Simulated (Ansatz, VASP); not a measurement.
Given: the input of a run of Ansatz 0.2.0 on Ir.

input.yaml

```yaml
crystal:
  lattice:
    - [0.0, 1.8897103398, 1.8897103398]
    - [1.8897103398, 0.0, 1.8897103398]
    - [1.8897103398, 1.8897103398, 0.0]
  atoms:
    - { symbol: Ir, position: [0.0, 0.0, 0.0] }
hamiltonian:
  xc: r2scan
  pseudopotentials: { kind: paw }
kpoints:
  mp_grid: { grid: [12, 12, 12] }
scf:
  occupations: { method: fermi_dirac, width: 0.05 }
output:
  forces: true
  stress: true
  eigenvalues: true
```

Potentials or basis: Ansatz PAW.

The run is started by

```console
$ ansatz run input.yaml --threads 2 --pin off --max-ram 5632MiB --backend cpu --events-out ev --progress --plain --runs-dir out
```

Task: Set up the same calculation for VASP 6.6.1. Potentials there: VASP PAW PBE potentials, release 64 (Ir_sv_GW).

Result: As run (the cutoff follows the program's own potentials):

File POSCAR:

```
Ir
1.0
    0.0000000000      1.8897103398      1.8897103398
    1.8897103398      0.0000000000      1.8897103398
    1.8897103398      1.8897103398      0.0000000000
Ir
1
Direct
    0.0000000000      0.0000000000      0.0000000000
```

Contents of INCAR.step1:

```
SYSTEM = Ir
PREC = Accurate
ENCUT = 550
ISMEAR = -1
SIGMA = 0.05
LREAL = .False.
LASPH = .True.
NELM = 120
NBANDS = 14
GGA = PE
ALGO = Normal
EDIFF = 1E-5
LWAVE = .True.
LCHARG = .False.
GGA_COMPAT = .False.
```

File INCAR.step2:

```
SYSTEM = Ir
PREC = Accurate
ENCUT = 550
EDIFF = 1E-6
ISMEAR = -1
SIGMA = 0.05
LREAL = .False.
LASPH = .True.
NELM = 120
ALGO = Normal
ISIF = 2
LWAVE = .False.
LCHARG = .False.
METAGGA = R2SCAN
LMIXTAU = .True.
NBANDS = 14
ISTART = 1
GGA_COMPAT = .False.
```

KPOINTS

```
Automatic mesh
0
Gamma
  12 12 12
  0 0 0
```

Potentials or basis: VASP PAW PBE potentials, release 64 (Ir_sv_GW).

Launch:

```console
$ cat potpaw_PBE.64/Ir_sv_GW/POTCAR > POTCAR
$ cp INCAR.step1 INCAR
$ mpirun -np 1 vasp_std > vasp.out
$ cp INCAR.step2 INCAR
$ mpirun -np 1 vasp_std > vasp.out
```

Both were run:

|  | VASP | Ansatz | Ansatz less VASP |
| --- | --- | --- | --- |
| gap on the k mesh at the Fermi level (eV) | none | none | - |
| pressure (GPa) | 19.2 | 21.4 | +2.26 |

VASP's potentials were made for PBE, not for r2SCAN. A gap of «none» marks a metal or a gap that the smearing closes.

Neither program's run includes spin-orbit coupling.
